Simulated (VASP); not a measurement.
# H6C2O in VASP: notebook

The runs below take H6C2O through single point, relaxation of the atoms, with PBE+D3(BJ).

Everything below comes from runs of VASP 6.6.1. Logs are shortened: lines on timing, memory, paths and dates and some standing lists are left out, and cuts for length are marked.

## 1. The cell of the first run

The cell holds a disordered packing, 36 atoms: a = 7.042 Å, b = 7.042 Å, c = 7.042 Å, α = 90.00°, β = 90.00°, γ = 90.00°.

## 2. Single point, PBE+D3(BJ)

INCAR reads:

```
SYSTEM = H6C2O
PREC     = Accurate       ! precision mode
ENCUT    = 520            ! plane-wave cutoff, eV
EDIFF    = 1E-7           ! SCF threshold, eV
ISMEAR   = -1             ! smearing method
SIGMA    = 0.05           ! smearing width, eV
LREAL    = Auto         
LASPH    = .TRUE.         ! aspherical terms in the spheres
NELM     = 60             ! most SCF steps
ALGO     = Normal         ! electronic algorithm
ISIF     = 2              ! what is computed and relaxed
LWAVE    = .FALSE.        ! write WAVECAR
LCHARG   = .TRUE.         ! write CHGCAR
GGA      = PE             ! functional
IVDW     = 12             ! dispersion correction
LELF     = .TRUE.         ! ELF
LVHAR    = .TRUE.       
NBANDS   = 64             ! bands
```

KPOINTS reads:

```
Automatic mesh
0
G
  1 1 1
  0 0 0
```

POSCAR reads:

```
H6C2O
1.0
    7.0419250000      0.0000000000      0.0000000000
    0.0000000000      7.0419250000      0.0000000000
    0.0000000000      0.0000000000      7.0419250000
C O H
8 4 24
Direct
    0.4640776492      0.3059390721     -0.0139024485
    0.6435882234      0.1774372774      0.0250073666
    1.0622237527      0.9482492358      0.1508252360
    0.8844314587      0.8162682789      0.1789709490
    0.4938280371      0.6844293286      0.4862732846
    0.3751957029      0.8491570132      0.5502614697
    0.9490302723      0.3368823156      0.6189500740
    1.0191105415      0.4782215090      0.7597212410
    0.6756675199      0.0398186575     -0.1342104609
    0.9193224864      0.6313188510      0.2886710665
    0.3673995392      0.8389467369      0.7538847687
    1.0150775534      0.6585841229      0.6665932966
    0.7989150694      0.0592451638     -0.1854748524
    0.7771170525      0.2588496753      0.0623977109
    0.6414297227      0.0975585511      0.1610639136
    0.4224839089      0.3754087128      0.1155365898
    0.4963557550      0.4187207333     -0.1107225652
    0.3435140249      0.2269549875     -0.0688164103
    0.9721631514      0.6669483131      0.4159090022
    0.7919425441      0.9065702915      0.2675546814
    0.8297873096      0.7792471519      0.0424315794
    1.0327147761      1.0356969153      0.0246239487
    1.1139851674      1.0466314254      0.2549018912
    1.1784987770      0.8631588664      0.0897765881
    0.4717602076      0.9231424646      0.7908632938
    0.4504166119      0.9830550595      0.5252683038
    0.2271395961      0.8331102646      0.4737198990
    0.5131977407      0.6937307625      0.3269560525
    0.6366867014      0.7008736958      0.5525903783
    0.4404051449      0.5499774564      0.5360182052
    1.0950698850      0.7522516925      0.7204138073
    0.9350852217      0.4879063608      0.8793618222
    1.1693677510      0.4370679892      0.7951518938
    1.0557766520      0.2447910195      0.5522353618
    0.8523095602      0.2479577672      0.6991980176
    0.8715656585      0.3924353071      0.4946516755
```

Potentials or basis: VASP PAW PBE potentials, release 64 (C, O, H).

Run with:

```bash
cat potpaw_PBE.64/C/POTCAR potpaw_PBE.64/O/POTCAR potpaw_PBE.64/H/POTCAR > POTCAR
mpirun -np 1 vasp_gam > vasp.out
```

OUTCAR:

```text
SYSTEM = H6C2O
   PREC = Accurate
   ENCUT = 520
   EDIFF = 1E-7
   ISMEAR = -1
   LREAL = Auto
   LASPH = .TRUE.
   NELM = 60
   ISIF = 2
   GGA = PE
   IVDW = 12
 IVDW          = 12

 ion  position               nearest neighbor table
   1  0.464  0.306  0.986-  17 1.07  16 1.08  18 1.09   2 1.58
   2  0.644  0.177  0.025-  15 1.11  14 1.13   9 1.50   1 1.58
   3  0.062  0.948  0.151-  23 1.07  22 1.10  24 1.10   4 1.57
   4  0.884  0.816  0.179-  21 1.07  20 1.10  10 1.53   3 1.57
   5  0.494  0.684  0.486-  30 1.08  29 1.12  28 1.13   6 1.50
   6  0.375  0.849  0.550-  26 1.10  27 1.18  11 1.44   5 1.50
   7  0.949  0.337  0.619-  35 1.08  34 1.10  36 1.10   8 1.49
   8  0.019  0.478  0.760-  32 1.03  33 1.13  12 1.43   7 1.49
   9  0.676  0.040  0.866-  13 0.95   2 1.50
  10  0.919  0.631  0.289-  19 1.00   4 1.53
  11  0.367  0.839  0.754-  25 0.98   6 1.44
  12  0.015  0.659  0.667-  31 0.95   8 1.43
  13  0.799  0.059  0.815-   9 0.95
  14  0.777  0.259  0.062-   2 1.13
  15  0.641  0.098  0.161-   2 1.11
  16  0.422  0.375  0.116-   1 1.08
  17  0.496  0.419  0.889-   1 1.07
  18  0.344  0.227  0.931-   1 1.09
[... 16 lines left out ...]
  35  0.852  0.248  0.699-   7 1.08
  36  0.872  0.392  0.495-   7 1.10

  LATTYP: Found a simple cubic cell.
 ALAT       =     7.0419250000

  Lattice vectors:

 A1 = (   7.0419250000,   0.0000000000,   0.0000000000)
 A2 = (   0.0000000000,   7.0419250000,   0.0000000000)
 A3 = (   0.0000000000,   0.0000000000,   7.0419250000)

Analysis of symmetry for initial positions (statically):
=====================================================================
 Subroutine PRICEL returns:
 Original cell was already a primitive cell.

 Routine SETGRP: Setting up the symmetry group for a
 simple cubic supercell.

 Subroutine GETGRP returns: Found  1 space group operations
 (whereof  1 operations were pure point group operations)
 out of a pool of 48 trial point group operations.

The static configuration has the point symmetry C_1 .

Analysis of symmetry for dynamics (positions and initial velocities):
=====================================================================
 Subroutine PRICEL returns:
 Original cell was already a primitive cell.

 Routine SETGRP: Setting up the symmetry group for a
 simple cubic supercell.

 Subroutine GETGRP returns: Found  1 space group operations
 (whereof  1 operations were pure point group operations)
 out of a pool of 48 trial point group operations.

The dynamic configuration has the point symmetry C_1 .

 Subroutine INISYM returns: Found  1 space group operations
 (whereof  1 operations are pure point group operations),
 and found     1 'primitive' translations

----------------------------------------------------------------------------------------

                                     Primitive cell

  volume of cell :     349.2000

  direct lattice vectors                    reciprocal lattice vectors
     7.041925000  0.000000000  0.000000000     0.142006625  0.000000000  0.000000000
     0.000000000  7.041925000  0.000000000     0.000000000  0.142006625  0.000000000
     0.000000000  0.000000000  7.041925000     0.000000000  0.000000000  0.142006625

  length of vectors
     7.041925000  7.041925000  7.041925000     0.142006625  0.142006625  0.142006625

  position of ions in fractional coordinates (direct lattice)
     0.464077649  0.305939072  0.986097552
     0.643588223  0.177437277  0.025007367
     0.062223753  0.948249236  0.150825236
     0.884431459  0.816268279  0.178970949
     0.493828037  0.684429329  0.486273285
     0.375195703  0.849157013  0.550261470
[... 28 lines left out ...]
     0.852309560  0.247957767  0.699198018
     0.871565659  0.392435307  0.494651676

  ion indices of the primitive-cell ions
   primitive index   ion index
                 1           1
                 2           2
                 3           3
                 4           4
                 5           5
                 6           6
[... 28 lines left out ...]
                35          35
                36          36

----------------------------------------------------------------------------------------

 KPOINTS: Automatic mesh

Automatic generation of k-mesh.
 Grid dimensions read from file:
 generate k-points for:    1    1    1

 Generating k-lattice:

  Cartesian coordinates                     Fractional coordinates (reciprocal lattice)
     0.142006625  0.000000000  0.000000000     1.000000000  0.000000000  0.000000000
     0.000000000  0.142006625  0.000000000     0.000000000  1.000000000  0.000000000
     0.000000000  0.000000000  0.142006625     0.000000000  0.000000000  1.000000000

  Length of vectors
     0.142006625  0.142006625  0.142006625

  Shift w.r.t. Gamma in fractional coordinates (k-lattice)
     0.000000000  0.000000000  0.000000000

 Subroutine IBZKPT returns following result:
 ===========================================

 Found      1 irreducible k-points:

 Following reciprocal coordinates:
            Coordinates               Weight
  0.000000  0.000000  0.000000      1.000000
   k-points           NKPTS =      1   k-points in BZ     NKDIM =      1   number of bands    NBANDS=     64
   number of dos      NEDOS =    301   number of ions     NIONS =     36
   total plane-waves  NPLWV = 157464
   dimension x,y,z NGX =    54 NGY =   54 NGZ =   54
   dimension x,y,z NGXF=   108 NGYF=  108 NGZF=  108
   ions per type =               8   4  24
   NGX,Y,Z   is equivalent  to a cutoff of  12.75, 12.75, 12.75 a.u.
   NGXF,Y,Z  is equivalent  to a cutoff of  25.50, 25.50, 25.50 a.u.
 SYSTEM =  H6C2O
   PREC   = accura    normal or accurate (medium, high low for compatibility)
   ISTART =      0    job   : 0-new  1-cont  2-samecut
   ICHARG =      2    charge: 1-file 2-atom 10-const
   ISPIN  =      1    spin polarized calculation?
   LNONCOLLINEAR =      F non collinear calculations
   LSORBIT =      F    spin-orbit coupling
   LASPH  =      T    aspherical Exc in radial PAW
   ENCUT  =  520.0 eV  38.22 Ry    6.18 a.u.  13.09 13.09 13.09*2*pi/ulx,y,z
   NELM   =     60;   NELMIN=  2; NELMDL= -5     # of ELM steps
   EDIFF  = 0.1E-06   stopping-criterion for ELM
   LREAL  =      T    real-space projection
   EDIFFG = 0.1E-05   stopping-criterion for IOM
   NSW    =      0    number of steps for IOM
   IBRION =     -1    ionic relax: 0-MD 1-quasi-New 2-CG
   NFREE  =      0    steps in history (QN), initial steepest desc. (CG)
   ISIF   =      2    stress and relaxation
   ISYM   =      2    0-nonsym 1-usesym 2-fastsym
   POTIM  = 0.5000    time-step for ionic-motion
   TEBEG  =    0.0;   TEEND  =   0.0 temperature during run
   PSTRESS=    0.0 pullay stress
   NELECT =      80.0000    total number of electrons
   NUPDOWN=      -1.0000    fix difference up-down
   EMIN   =  10.00;   EMAX   =-10.00  energy-range for DOS
   EFERMI =   0.00;   METHOD = LEGACY
   ISMEAR =    -1;   SIGMA  =   0.05  broadening in eV -4-tet -1-fermi 0-gaus
   EFERMI_NEDOS =   21; number of points for ismear=-14 and -15
   IALGO  =     38    algorithm
   IMIX   =      4    mixing-type and parameters
     AMIX     =   0.40;   BMIX     =  1.00
     AMIX_MAG =   1.60;   BMIX_MAG =  1.00
  volume/ion in A,a.u.               =       9.70        65.46
  Fermi-wavevector in a.u.,A,eV,Ry     =   1.001721  1.892978 13.652697  1.003445
  Thomas-Fermi vector in A             =   2.134161
   LORBIT       =      0    0 simple, 1 ext, 2 COOP (PROOUT), +10 PAW based schemes
   GGA     = PE    functional components
   LHFCALC =     F    Hartree Fock is set to
   AEXX    =    0.0000 exact exchange contribution
   IVDW    =    12    specifies the selected vdW correction
   LEPSILON=     F    determine dielectric tensor
   LRPA    =     F    only Hartree local field effects (RPA)
 non-spin polarized calculation
  energy-cutoff  :      520.00
  volume of cell :      349.20
 maximum number of plane-waves:      4718
 NGX is ok and might be reduce to    54
   NGX = 27   NGY = 27   NGZ = 27

 number of electron      80.0000000 magnetization

 Free energy of the ion-electron system (eV)
  ---------------------------------------------------
  ext. energy  EPLUGINS =         0.00000000
  ---------------------------------------------------
  free energy    TOTEN  =      -186.34523983 eV

  energy without entropy =     -186.34523983  energy(sigma->0) =     -186.34523983

 E-fermi :  -1.0807     XC(G=0):  -6.8879

 val. band max:       -2.2941560117   @ k =   0.0000   0.0000   0.0000
 cond. band min:       2.3962659622   @ k =   0.0000   0.0000   0.0000
 fundamental gap:      4.6904219739
 Fermi energy:        -1.0807470417

 k-point     1 :       0.0000    0.0000    0.0000
  band No.  band energies     occupation
      1     -22.4726      2.00000
      2     -22.3172      2.00000
      3     -21.7609      2.00000
      4     -20.5773      2.00000
      5     -15.5004      2.00000
      6     -15.1735      2.00000
[... 44 lines left out ...]
     51       5.6886      0.00000
     52       6.0165      0.00000
 [bands above 52 left out]

------------------------ aborting loop because EDIFF is reached ----------------------------------------

 Edisp (eV)   -1.46993

 E8    (eV) :    -0.3237

  FORCE on cell =-STRESS in cart. coord.  units (eV):
  Direction    XX          YY          ZZ          XY          YZ          ZX
  --------------------------------------------------------------------------------------
  -------------------------------------------------------------------------------------
  Total       0.25819     0.12863     0.72655     2.39840    -0.16944    -4.93207
  in kB       1.18460     0.59018     3.33350    11.00418    -0.77742   -22.62901
  external pressure =        1.70 kB  Pullay stress =        0.00 kB

 VOLUME and BASIS-vectors are now :
 -----------------------------------------------------------------------------
  energy-cutoff  :      520.00
  volume of cell :      349.20
      direct lattice vectors                 reciprocal lattice vectors
     7.041925000  0.000000000  0.000000000     0.142006625  0.000000000  0.000000000
     0.000000000  7.041925000  0.000000000     0.000000000  0.142006625  0.000000000
     0.000000000  0.000000000  7.041925000     0.000000000  0.000000000  0.142006625

 POSITION                                       TOTAL-FORCE (eV/Angst)
 -----------------------------------------------------------------------------------
      3.26800      2.15440      6.94403         1.591640     -1.202520      0.461394
      4.53210      1.24950      0.17610         0.183867      0.357893      0.049774
      0.43817      6.67750      1.06210        -0.208281     -1.471033     -2.231886
      6.22810      5.74810      1.26030         1.956660     -0.068067      2.988450
      3.47750      4.81970      3.42430         1.609323      0.953301     -1.249889
      2.64210      5.97970      3.87490        -0.897202     -0.825425     -0.414488
[... 28 lines left out ...]
      6.00190      1.74610      4.92370        -0.383799     -0.385447     -0.363234
      6.13750      2.76350      3.48330        -0.158315      0.332329      0.507903
 -----------------------------------------------------------------------------------
    total drift:                                0.000952     -0.008097      0.000825

  FREE ENERGIE OF THE ION-ELECTRON SYSTEM (eV)
  ---------------------------------------------------
  free  energy   TOTEN  =      -187.8151737438 eV

  energy  without entropy=     -187.8151737437  energy(sigma->0) =     -187.81517374
```

It took 90 s on 1 thread of AMD EPYC 7R43 (Zen 3), shared host; peak memory 0.31 GiB.

What came out:

* Free energy: -187.8152 eV
* Pressure: 0.2 GPa
* Largest force: 3.592 eV/Å
* Band gap on the k mesh: 4.69 eV
* Dispersion energy per atom: -0.041 eV

Forces in eV/Å, atoms in the order of the input:
```
C    1.592 -1.203  0.461
C    0.184  0.358  0.050
C   -0.208 -1.471 -2.232
C    1.957 -0.068  2.988
C    1.609  0.953 -1.250
C   -0.897 -0.825 -0.414
C   -0.666 -1.229 -0.744
C    2.810  0.503 -2.179
O   -1.456  0.752  1.643
O    0.169  2.052 -1.195
O   -1.194  0.099  0.115
O   -1.139 -0.135 -0.970
H    0.991  0.072 -0.398
H   -0.699  0.101 -1.072
H   -0.965 -0.252 -0.518
H   -0.240  0.212  0.779
H    0.326  0.549 -0.758
H   -0.102 -0.428 -0.014
H   -0.347 -0.198 -0.426
H   -0.610 -0.565 -0.306
H   -0.546 -0.338 -0.522
H   -0.307  0.273  0.075
H   -0.082  0.055  1.000
H    0.268 -0.102  0.497
H    0.193 -0.053  0.576
H   -0.363  0.305 -0.901
H    1.643  0.760  1.260
H   -0.095 -0.527  0.919
H   -0.288 -0.141 -0.364
H   -0.539 -0.634 -0.096
H    1.211  0.682  1.052
H   -1.305 -0.069  2.209
H   -0.699  0.496  0.260
H    0.335  0.067  0.328
H   -0.384 -0.385 -0.363
H   -0.158  0.332  0.508
```

Caveat: the k points lie up to 0.89 Å⁻¹ apart, too coarse for converged energies, forces and pressures; the atoms stand as in a frame of molecular dynamics.

[end of part 1 of 2]
